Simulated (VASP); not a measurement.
KZnF3:

```
CELL_PARAMETERS angstrom
3.96732 0.00000 0.00000
0.00000 3.96732 0.00000
0.00000 0.00000 3.96732
ATOMIC_POSITIONS crystal
Zn 0.50000 0.50000 0.50000
K 0.00000 0.00000 0.00000
F 0.50000 0.00000 0.50000
F 0.00000 0.50000 0.50000
F 0.50000 0.50000 0.00000
```

Base run:

| Property | Result |
| --- | --- |
| Program | VASP 6.6.1 |
| Functional | r2SCAN |
| Potentials or basis | VASP PAW PBE potentials, release 64 (Zn, K_sv, F) |
| Cutoff | 520 eV |
| k mesh | 7 × 7 × 7 |
| Occupations | fermi-dirac, width 0.05 eV |
| Spin | no spin polarisation |

Its results: band gap on the k mesh 4.86 eV, indirect (least direct gap 7.12 eV); pressure 6.4 GPa.

Question: The run is repeated on the same cell with these changes: functional from r2SCAN to PBEsol; further incar settings from ALGO = Normal; EDIFF = 1e-06; NBANDS = 29 to ALGO = Normal; EDIFF = 1e-07; NBANDS = 29. What comes out?

Answer: Band gap on the k mesh 3.91 eV, indirect (least direct gap 6.02 eV); pressure 6.4 GPa.

Caveats: the PAW data sets were made with another functional, which shifts forces and pressure a little.

A k mesh can miss the band edges.
